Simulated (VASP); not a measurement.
Wanted: the native input for a VASP 6.6.1 run.

- Task: single point
- Functional: PBE
- Potentials or basis: VASP PAW PBE potentials, release 64 (Ga_d, N)
- Cutoff: 520 eV
- k mesh: 12 × 12 × 6
- Occupations: gaussian, width 0.05 eV
- Spin: no spin polarisation
- Dipole correction: no
- Further INCAR settings: ALGO = Normal; EDIFF = 1e-07; NBANDS = 26

The structure of GaN lies in POSCAR:

```
GaN
1.0
    3.1287003728      0.0000000000      0.0000000000
   -1.5643501864      2.7095340037      0.0000000000
    0.0000000000      0.0000000000      5.3367959887
Ga N
2 2
Direct
    0.3333333333      0.6666666667      0.0000000000
    0.6666666667      0.3333333333      0.5000000000
    0.3333333333      0.6666666667      0.3750000000
    0.6666666667      0.3333333333      0.8750000000
```

This cell differs from its parent crystal: ratio of the length along z to the lengths across it x 1.05, volume and fractional coordinates fixed.

One way to write it, as run:

INCAR

```
ALGO = Normal ; EDIFF = 1E-7
ENCUT = 520 ; GGA = PE
ISIF = 2 ; ISMEAR = 0
LASPH = T ; LCHARG = F
LREAL = F ; LWAVE = F
NBANDS = 26 ; NELM = 80
PREC = Accurate ; SIGMA = 0.05
```

KPOINTS

```
k-points
0
Gamma
  12 12 6
```

Potentials or basis: VASP PAW PBE potentials, release 64 (Ga_d, N).

Launch:

```console
$ cat potpaw_PBE.64/Ga_d/POTCAR potpaw_PBE.64/N/POTCAR > POTCAR
$ mpirun -np 1 vasp_std > vasp.out
```

Results of the run:

```json
{"Pressure": "7.8 GPa", "Largest force": "0.327 eV/Å", "Band gap on the k mesh": "1.79 eV, direct"}
```

Wall time 29 s on 1 thread of Intel(R) Xeon(R) 6975P-C (Granite Rapids) (shared host), peak memory 0.2 GiB.
